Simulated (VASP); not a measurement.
SnSe2, 3 atoms in the cell. Symmetry: Fm-3m, No. 225, cubic system. Conventional cell: a = 6.814 Å, b = 6.814 Å, c = 6.814 Å, α = 90.00°, β = 90.00°, γ = 90.00°. Sn (site symmetry m-3m) has 8 Se at 2.95 Å within 3.9 Å. Within 3.9 Å of Se (site symmetry -43m) lie 4 Sn at 2.95 Å and 6 Se at 3.41 Å. 

```yaml
Program: VASP 6.6.1
Task: single point
Functional: PBE
Potentials_or_basis: VASP PAW PBE potentials, release 64 (Sn_d, Se)
Cutoff: 500 eV
k_mesh: 4 × 4 × 4
Occupations: methfessel-paxton, width 0.05 eV
Spin: no spin polarisation
Dipole_correction: no
Further_INCAR_settings: ALGO = Normal; EDIFF = 1e-06; NBANDS = 20
```

Potentials or basis: VASP PAW PBE potentials, release 64 (Sn_d, Se).

Run with:

```bash
$ cat potpaw_PBE.64/Sn_d/POTCAR potpaw_PBE.64/Se/POTCAR > POTCAR
$ mpirun -np 1 vasp_std > vasp.out
```

Hardware: 1 thread of Intel(R) Xeon(R) Platinum 8488C (Sapphire Rapids), with other jobs on the host.

Problem. Estimate the wall time of this run.

Solution. It took 25 s on 1 thread of Intel(R) Xeon(R) Platinum 8488C (Sapphire Rapids), on a shared host, peak memory 0.2 GiB. Counts: scf iterations 14, k points 8.
